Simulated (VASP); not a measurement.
# AsPb4 (I4/mmm) in VASP: notebook, part 2 of 2

VASP 6.6.1.

## (4) Relaxation of cell and atoms, PBE

The input, INCAR:

```
SYSTEM = AsPb4
ALGO = Normal ; EDIFF = 1E-6
EDIFFG = -0.04 ; ENCUT = 600
GGA = PE ; IBRION = 2
ISIF = 3 ; ISMEAR = 0
LASPH = .TRUE. ; LCHARG = .FALSE.
LREAL = .FALSE. ; LWAVE = .FALSE.
NELM = 100 ; NSW = 90
PREC = Accurate ; SIGMA = 0.1
```

The input, KPOINTS:

```
k-points
0
G
  4 4 4
  0 0 0
```

The input, POSCAR:

```
AsPb4
1.0
   -3.3052450900      3.3052450900      3.5169502500
    3.3052450900     -3.3052450900      3.5169502500
    3.3052450900      3.3052450900     -3.5169502500
As Pb
1 4
Direct
    0.0000000000      0.0000000000      0.0000000000
    0.7712744500      0.7712744500      0.5425489100
    0.2287255500      0.2287255500      0.4574510900
    0.2287255500      0.7712744500      0.0000000000
    0.7712744500      0.2287255500      0.0000000000
```

Potentials or basis: VASP PAW PBE potentials, release 64 (As, Pb_d).

Run with:

```
cat potpaw_PBE.64/As/POTCAR potpaw_PBE.64/Pb_d/POTCAR > POTCAR
mpirun -np 1 vasp_std > vasp.out
```

OUTCAR:

```text
SYSTEM = AsPb4
   EDIFF = 1E-6
   EDIFFG = -0.04
   ENCUT = 600
   GGA = PE
   IBRION = 2
   ISIF = 3
   ISMEAR = 0
   LASPH = .TRUE.
   LREAL = .FALSE.
   NELM = 100
   NSW = 90
   PREC = Accurate

 ion  position               nearest neighbor table
   1  0.000  0.000  0.000-   2 2.14   3 2.14   4 2.14   5 2.14
   2  0.771  0.771  0.543-   1 2.14   4 3.02   5 3.02   3 3.54   3 3.54   4 3.59   5 3.59
   3  0.229  0.229  0.457-   1 2.14   4 3.02   5 3.02   2 3.54   2 3.54   5 3.59   4 3.59
   4  0.229  0.771  0.000-   1 2.14   2 3.02   3 3.02   5 3.54   5 3.54   2 3.59   3 3.59
   5  0.771  0.229  0.000-   1 2.14   2 3.02   3 3.02   4 3.54   4 3.54   2 3.59   3 3.59

  LATTYP: Found a body centered tetragonal cell.
 ALAT       =     6.6104901800
 C/A-ratio  =     1.0640512743

  Lattice vectors:

 A1 = (  -3.3052450900,   3.3052450900,   3.5169502500)
 A2 = (   3.3052450900,  -3.3052450900,   3.5169502500)
 A3 = (   3.3052450900,   3.3052450900,  -3.5169502500)

Analysis of symmetry for initial positions (statically):
=====================================================================
 Subroutine PRICEL returns:
 Original cell was already a primitive cell.

 Routine SETGRP: Setting up the symmetry group for a
 body centered tetragonal supercell.

 Subroutine GETGRP returns: Found 16 space group operations
 (whereof 16 operations were pure point group operations)
 out of a pool of 16 trial point group operations.

The static configuration has the point symmetry D_4h.

Analysis of symmetry for dynamics (positions and initial velocities):
=====================================================================
 Subroutine PRICEL returns:
 Original cell was already a primitive cell.

 Routine SETGRP: Setting up the symmetry group for a
 body centered tetragonal supercell.

 Subroutine GETGRP returns: Found 16 space group operations
 (whereof 16 operations were pure point group operations)
 out of a pool of 16 trial point group operations.

The dynamic configuration has the point symmetry D_4h.

 Subroutine INISYM returns: Found 16 space group operations
 (whereof 16 operations are pure point group operations),
 and found     1 'primitive' translations
[... 107 lines left out ...]
   IMIX   =      4    mixing-type and parameters
     AMIX     =   0.40;   BMIX     =  1.00
     AMIX_MAG =   1.60;   BMIX_MAG =  1.00
  volume/ion in A,a.u.               =      30.74       207.42
  Fermi-wavevector in a.u.,A,eV,Ry     =   1.203114  2.273557 19.694219  1.447484
  Thomas-Fermi vector in A             =   2.338877
   LORBIT       =      0    0 simple, 1 ext, 2 COOP (PROOUT), +10 PAW based schemes
   GGA     = PE    functional components
   LHFCALC =     F    Hartree Fock is set to
   AEXX    =    0.0000 exact exchange contribution
   IVDW    =     0    specifies the selected vdW correction
   LEPSILON=     F    determine dielectric tensor
   LRPA    =     F    only Hartree local field effects (RPA)
 conjugate gradient relaxation of ions
 non-spin polarized calculation
 Gauss-broadening in eV      SIGMA  =   0.10
  energy-cutoff  :      600.00
  volume of cell :      153.69
 maximum number of plane-waves:      5155
 NGX is ok and might be reduce to    48
   NGX = 23   NGY = 23   NGZ = 23

--------------------------------------- Ionic step        1  -------------------------------------------

 number of electron      60.9999996 magnetization

 Free energy of the ion-electron system (eV)
  ---------------------------------------------------
  ext. energy  EPLUGINS =         0.00000000
  ---------------------------------------------------
  free energy    TOTEN  =        -6.37861422 eV

  energy without entropy =       -6.35773019  energy(sigma->0) =       -6.36817220

 E-fermi :   6.3673     XC(G=0):  -9.4202

 val. band max:        6.3179105861   @ k =   0.5000   0.2500   0.0000
 cond. band min:       6.4741421733   @ k =   0.5000   0.2500   0.0000
 fundamental gap:      0.1562315872
 Fermi energy:         6.3672592372

 k-point     1 :       0.0000    0.0000    0.0000
  band No.  band energies     occupation
      1     -13.4094      2.00000
      2     -12.1192      2.00000
      3     -12.1192      2.00000
      4     -11.8233      2.00000
      5     -11.5708      2.00000
      6     -11.3920      2.00000
[... 606 lines left out ...]
  FREE ENERGIE OF THE ION-ELECTRON SYSTEM (eV)
  ---------------------------------------------------
  free  energy   TOTEN  =       -12.4560915473 eV

  energy  without entropy=      -12.4152997709  energy(sigma->0) =      -12.43569566

[... ionic steps 4 to 17 ...]

--------------------------------------- Ionic step       18  -------------------------------------------

 number of electron      61.0000002 magnetization

------------------------ aborting loop because EDIFF is reached ----------------------------------------
[... 73 lines left out ...]
--------------------------------------- Ionic step       20  -------------------------------------------

 number of electron      61.0000014 magnetization

 Free energy of the ion-electron system (eV)
  ---------------------------------------------------
  ext. energy  EPLUGINS =         0.00000000
  ---------------------------------------------------
  free energy    TOTEN  =       -17.69134653 eV

  energy without entropy =      -17.67246762  energy(sigma->0) =      -17.68190708

 E-fermi :   4.8791     XC(G=0):  -9.1649

 val. band max:        4.8732170177   @ k =  -0.2500   0.2500   0.0000
 cond. band min:       4.8983710823   @ k =   0.2500   0.2500   0.2500
 fundamental gap:      0.0251540646
 Fermi energy:         4.8790592528

 k-point     1 :       0.0000    0.0000    0.0000
  band No.  band energies     occupation
      1     -12.2018      2.00000
      2     -12.1353      2.00000
      3     -12.0667      2.00000
      4     -12.0493      2.00000
      5     -12.0417      2.00000
      6     -11.9957      2.00000
[... 528 lines left out ...]
  FREE ENERGIE OF THE ION-ELECTRON SYSTEM (eV)
  ---------------------------------------------------
  free  energy   TOTEN  =       -17.6913465332 eV

  energy  without entropy=      -17.6724676169  energy(sigma->0) =      -17.68190708

 reached required accuracy - stopping structural energy minimisation
```

OSZICAR:

```text
N       E                     dE             d eps       ncg     rms          rms(c)
DAV:   1     0.779643169754E+03    0.77964E+03   -0.32008E+04   936   0.214E+03
DAV:   2     0.761397113558E+02   -0.70350E+03   -0.69443E+03   936   0.548E+02
DAV:   3    -0.307355566708E+01   -0.79213E+02   -0.77739E+02  1124   0.226E+02
[... 219 lines left out ...]
DAV:   3    -0.176911138279E+02    0.10716E-01   -0.29185E-02  1272   0.127E+00    0.887E-02
DAV:   4    -0.176913352955E+02   -0.22147E-03   -0.42186E-03  1248   0.515E-01    0.342E-02
DAV:   5    -0.176913449643E+02   -0.96687E-05   -0.17973E-04  1108   0.117E-01    0.146E-02
DAV:   6    -0.176913456352E+02   -0.67092E-06   -0.14528E-05   928   0.254E-02    0.683E-03
DAV:   7    -0.176913465332E+02   -0.89802E-06   -0.26818E-06   740   0.115E-02
  20 F= -.17691347E+02 E0= -.17681907E+02  d E =-.964126E-02
```

Run time: 15 min. Hardware: 1 thread of Intel Xeon 6975P-C (Granite Rapids), shared host; peak memory 0.38 GiB.

Results:

| Property | Result |
| --- | --- |
| Free energy | -17.6913 eV |
| Relaxed volume | 34.27 Å³/atom |
| Relaxed cell | a = 6.089 Å, b = 6.089 Å, c = 6.089 Å, α = 105.74°, β = 105.74°, γ = 117.22° |
| Space group after relaxing (to 0.1 Å) | I4/mmm (No. 139) |
| Energy gained by relaxing | 2262.5 meV/atom |
| Ionic steps | 20 |
| Pressure after relaxing | 0.0 GPa |
| Largest force after relaxing | 0.016 eV/Å |
| Band gap on the k mesh | zero (an odd number of electrons rules out a gap without spin polarisation) |

Forces in eV/Å, atoms in the order of the input:
```
As   0.000  0.000  0.000
Pb  -0.012 -0.012  0.000
Pb   0.012  0.012  0.000
Pb  -0.012  0.012  0.000
Pb   0.012 -0.012  0.000
```

The path:
```tsv
step	energy change (eV)	largest force (eV/Å)	pressure (GPa)	volume (Å³)
1	0.0000	12.8804	38.74	153.69
2	-5.3786	0.0028	-4.53	362.90
3	-6.0775	0.1297	-4.89	338.18
4	-6.8322	0.2337	-5.24	315.21
5	-10.2024	0.2030	-4.76	227.34
6	-10.5199	1.0152	0.73	188.73
7	-10.6771	0.2358	-2.68	205.22
8	-10.6934	0.3670	-2.07	201.40
9	-10.6933	0.4060	-1.89	200.38
10	-10.9440	0.4697	-1.07	189.21
11	-11.0578	0.5507	0.04	180.15
12	-11.0653	0.5979	0.67	176.28
13	-11.0662	0.5889	0.50	177.11
14	-11.1350	0.4654	0.02	177.15
15	-11.2238	0.1551	-0.93	177.22
16	-11.2733	0.0757	-0.67	174.80
17	-11.3031	0.0877	-0.14	171.43
18	-11.3031	0.0956	-0.12	171.31
19	-11.3080	0.0620	-0.10	171.33
20	-11.3127	0.0164	-0.05	171.35
```

Final structure:
```yaml
crystal:
  lattice:
    - [-3.67531, 3.67531, 3.17138]
    - [3.67531, -3.67531, 3.17138]
    - [3.67531, 3.67531, -3.17138]
  atoms:
    - { symbol: As, position: [0.00000, 0.00000, 0.00000] }
    - { symbol: Pb, position: [0.71863, 0.71863, 0.43727] }
    - { symbol: Pb, position: [0.28137, 0.28137, 0.56273] }
    - { symbol: Pb, position: [0.28137, 0.71863, 0.00000] }
    - { symbol: Pb, position: [0.71863, 0.28137, 0.00000] }
```

Levels at points of the mesh, in eV from the Fermi level:
```csv
k point,band 28,band 29,band 30,band 31,band 32,band 33
"(0.00, 0.00, 0.00)",-1.86,-1.86,-1.31,-0.75,-0.66,1.73
"(0.50, 0.00, 0.00)",-0.91,-0.67,-0.58,0.45,0.48,1.57
"(0.50, 0.50, 0.00)",-2.03,-1.10,-0.51,-0.33,-0.20,0.79
"(0.50, 0.50, 0.50)",-1.60,-1.60,-0.47,-0.15,1.06,2.87
```

Caveat: spin-orbit coupling is left out, which moves the levels of the heavy elements.

## (5) Single point, PBE

This run uses another cell than the first one, of 34.06 Å³/atom.

The input, INCAR:

```
SYSTEM = AsPb4
PREC = Accurate ; ENCUT = 520
EDIFF = 1E-6 ; ISMEAR = 0
SIGMA = 0.1 ; LREAL = .False.
LASPH = .True. ; NELM = 80
ALGO = Fast ; ISIF = 2
LWAVE = .False. ; LCHARG = .False.
GGA = PE ; NBANDS = 38
```

The input, KPOINTS:

```
Automatic mesh
0
Gamma
  8 8 8
  0 0 0
```

The input, POSCAR:

```
AsPb4
1.0
   -3.6805537634      3.6805537634      3.1428097715
    3.6805537634     -3.6805537634      3.1428097715
    3.6805537634      3.6805537634     -3.1428097715
As Pb
1 4
Direct
    0.0000000000      0.0000000000      0.0000000000
    0.7169892812      0.7169892812      0.4339785625
    0.2830107188      0.2830107188      0.5660214375
    0.2830107188      0.7169892812      0.0000000000
    0.7169892812      0.2830107188      0.0000000000
```

Potentials or basis: VASP PAW PBE potentials, release 64 (As, Pb_d).

Run with:

```
cat potpaw_PBE.64/As/POTCAR potpaw_PBE.64/Pb_d/POTCAR > POTCAR
mpirun -np 1 vasp_std > vasp.out
```

OUTCAR:

```text
SYSTEM = AsPb4
   PREC = Accurate
   ENCUT = 520
   EDIFF = 1E-6
   ISMEAR = 0
   LREAL = .False.
   LASPH = .True.
   NELM = 80
   ISIF = 2
   GGA = PE

 ion  position               nearest neighbor table
   1  0.000  0.000  0.000-   3 2.95   2 2.95   5 2.95   4 2.95
   2  0.717  0.717  0.434-   1 2.95   4 3.19   5 3.19   3 3.22   3 3.22
   3  0.283  0.283  0.566-   1 2.95   5 3.19   4 3.19   2 3.22   2 3.22
   4  0.283  0.717  0.000-   1 2.95   2 3.19   3 3.19   5 3.22   5 3.22
   5  0.717  0.283  0.000-   1 2.95   2 3.19   3 3.19   4 3.22   4 3.22

  LATTYP: Found a body centered tetragonal cell.
 ALAT       =     7.3611075268
 C/A-ratio  =     0.8538959009

  Lattice vectors:

 A1 = (  -3.6805537634,   3.6805537634,   3.1428097715)
 A2 = (   3.6805537634,  -3.6805537634,   3.1428097715)
 A3 = (   3.6805537634,   3.6805537634,  -3.1428097715)

Analysis of symmetry for initial positions (statically):
=====================================================================
 Subroutine PRICEL returns:
 Original cell was already a primitive cell.

 Routine SETGRP: Setting up the symmetry group for a
 body centered tetragonal supercell.

 Subroutine GETGRP returns: Found 16 space group operations
 (whereof 16 operations were pure point group operations)
 out of a pool of 16 trial point group operations.

The static configuration has the point symmetry D_4h.

Analysis of symmetry for dynamics (positions and initial velocities):
=====================================================================
 Subroutine PRICEL returns:
 Original cell was already a primitive cell.

 Routine SETGRP: Setting up the symmetry group for a
 body centered tetragonal supercell.

 Subroutine GETGRP returns: Found 16 space group operations
 (whereof 16 operations were pure point group operations)
 out of a pool of 16 trial point group operations.

The dynamic configuration has the point symmetry D_4h.

[... 126 lines left out ...]
  Fermi-wavevector in a.u.,A,eV,Ry     =   1.162653  2.197095 18.391826  1.351761
  Thomas-Fermi vector in A             =   2.299211
   LORBIT       =      0    0 simple, 1 ext, 2 COOP (PROOUT), +10 PAW based schemes
   GGA     = PE    functional components
   LHFCALC =     F    Hartree Fock is set to
   AEXX    =    0.0000 exact exchange contribution
   IVDW    =     0    specifies the selected vdW correction
   LEPSILON=     F    determine dielectric tensor
   LRPA    =     F    only Hartree local field effects (RPA)
 non-spin polarized calculation
 RMM-DIIS sequential band-by-band and
 Gauss-broadening in eV      SIGMA  =   0.10
  energy-cutoff  :      520.00
  volume of cell :      170.30
 maximum number of plane-waves:      4631
 NGX is ok and might be reduce to    48
   NGX = 23   NGY = 23   NGZ = 23

 number of electron      61.0000007 magnetization

 Free energy of the ion-electron system (eV)
  ---------------------------------------------------
  ext. energy  EPLUGINS =         0.00000000
  ---------------------------------------------------
  free energy    TOTEN  =       -17.67527078 eV

  energy without entropy =      -17.66280023  energy(sigma->0) =      -17.66903550

 E-fermi :   5.0944     XC(G=0):  -9.1951

 val. band max:        5.0803229658   @ k =  -0.2500   0.2500   0.1250
 cond. band min:       5.1189328926   @ k =  -0.1250  -0.2500   0.1250
 fundamental gap:      0.0386099268
 Fermi energy:         5.0943739377

 k-point     1 :       0.0000    0.0000    0.0000
  band No.  band energies     occupation
      1     -12.1668      2.00000
      2     -12.0836      2.00000
      3     -12.0284      2.00000
      4     -11.9946      2.00000
      5     -11.9905      2.00000
      6     -11.9534      2.00000
[... 973 lines left out ...]
     37       8.1452      0.00000
     38       8.5419      0.00000

 [... further k-points ...]

------------------------ aborting loop because EDIFF is reached ----------------------------------------

  FORCE on cell =-STRESS in cart. coord.  units (eV):
  Direction    XX          YY          ZZ          XY          YZ          ZX
  --------------------------------------------------------------------------------------
  -------------------------------------------------------------------------------------
  Total       -0.0625806     -0.0625806     -0.0741501      0.0000000      0.0000000      0.0000000
  in kB       -0.5887700     -0.5887700     -0.6976183      0.0000000      0.0000000      0.0000000
  external PRESSURE =      -0.6250528 kB  Pullay stress =       0.0000000 kB

 VOLUME and BASIS-vectors are now :
 -----------------------------------------------------------------------------
  energy-cutoff  :      520.00
  volume of cell :      170.30
      direct lattice vectors                 reciprocal lattice vectors
    -3.680553763  3.680553763  3.142809772     0.000000000  0.135849123  0.159093307
     3.680553763 -3.680553763  3.142809772     0.135849123  0.000000000  0.159093307
     3.680553763  3.680553763 -3.142809772     0.135849123  0.135849123  0.000000000

 POSITION                                       TOTAL-FORCE (eV/Angst)
 -----------------------------------------------------------------------------------
      0.00000      0.00000      0.00000        -0.000000      0.000000     -0.000000
      1.59728      1.59728      3.14281         0.000776      0.000776     -0.000000
      2.08327      2.08327      0.00000        -0.000776     -0.000776      0.000000
      1.59728     -1.59728      3.14281         0.000776     -0.000776     -0.000000
     -1.59728      1.59728      3.14281        -0.000776      0.000776     -0.000000
 -----------------------------------------------------------------------------------
    total drift:                                0.000000      0.000000     -0.000000

  FREE ENERGIE OF THE ION-ELECTRON SYSTEM (eV)
  ---------------------------------------------------
  free  energy   TOTEN  =       -17.6752707776 eV

  energy  without entropy=      -17.6628002285  energy(sigma->0) =      -17.66903550
```

stdout:

```text
POSCAR found type information on POSCAR AsPb
 POSCAR found :  2 types and       5 ions
 scaLAPACK will be used
 LDA part: xc-table for (Slater+PW92), standard interpolation
 POSCAR, INCAR and KPOINTS ok, starting setup
 FFT: planning ... GRIDC
 FFT: planning ... GRID_SOFT
 FFT: planning ... GRID
 WAVECAR not read
 entering main loop
```

Run time: 6.9 min. Hardware: 1 thread of Intel Xeon 6975P-C (Granite Rapids), shared host; peak memory 0.51 GiB.

Results:

| Property | Result |
| --- | --- |
| Free energy | -17.6753 eV |
| Pressure | -0.1 GPa |
| Band gap on the k mesh | zero (an odd number of electrons rules out a gap without spin polarisation) |

Caveat: spin-orbit coupling is left out, which moves the levels of the heavy elements.

## (6) Summary

| task | cell | k mesh | cutoff (eV) | gap on the mesh (eV) | pressure (GPa) | largest force (eV/Å) |
| --- | --- | --- | --- | --- | --- | --- |
| single point | a = 5.850 Å, angles 111.2, 111.2, 106.1°, 5 atoms, atomic positions A | 4 × 4 × 4 | 520 | none | 38.7 | 12.88 |
| single point | a = 6.079 Å, angles 105.8, 105.8, 117.1°, 5 atoms, atomic positions B | 4 × 4 × 4 | 520 | none | 0.1 | 0.03 |
| relaxation of cell and atoms | relaxed from a = 5.850 Å, angles 111.2, 111.2, 106.1°, 5 atoms, atomic positions A | 4 × 4 × 4 | 600 | none | 0.0 | 0.02 |
| single point | a = 6.080 Å, angles 105.5, 105.5, 117.8°, 5 atoms, atomic positions B | 8 × 8 × 8 | 520 | none | -0.1 | - |

Alike in all rows: level PBE; potentials or basis VASP PAW PBE potentials, release 64 (As, Pb_d); no spin polarisation; smearing gaussian 0.1 eV.

Caveats: spin-orbit coupling is left out, which moves the levels of the heavy elements; the cell stands under pressure (at least some runs); forces of over 1 eV/Å act on the atoms, so gaps and moduli don't describe the material at rest (at least some runs).

Absolute energies hang on the potentials; compare differences alone.
